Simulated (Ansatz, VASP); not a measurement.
SiC: VASP beside Ansatz

```
Si C
1.0
     3.08075    0.00000    0.00000
     0.00000    7.54627    0.00000
     0.00000    0.00000    5.33602
Si C
6 6
Direct
  0.00000 0.00000 0.00000
  0.00000 0.33333 0.66667
  0.00000 0.66667 0.33333
  0.50000 0.00000 0.50000
  0.50000 0.33333 0.16667
  0.50000 0.66667 0.83333
  0.50000 0.75000 0.50000
  0.50000 0.08333 0.16667
  0.50000 0.41667 0.83333
  0.00000 0.75000 0.00000
  0.00000 0.08333 0.66667
  0.00000 0.41667 0.33333
```

Alike in both runs: task single point; functional PBEsol; k mesh 10 × 4 × 6; occupations gaussian, width 0.05 eV; no spin polarisation.

|  | VASP | Ansatz |
| --- | --- | --- |
| version | VASP 6.6.1 | Ansatz 0.2.0 |
| potentials or method | VASP PAW PBE potentials, release 64 (Si, C), cutoff 520 eV | scalar-relativistic, plane waves, PAW |
| valence electrons in the cell | 48 | 48 |

Ansatz gave:

| Item | Value |
| --- | --- |
| gap on the k mesh at the Fermi level (eV) | 1.24 |
| least direct gap on the mesh (eV) | 1.24 |
| pressure (GPa) | 0.0 |

Task: What did VASP give for the same quantities?

Result: gap on the k mesh at the Fermi level (eV): 1.23; least direct gap on the mesh (eV): 1.23; pressure (GPa): 0.3.

VASP's potentials were made for PBE, not for PBEsol.
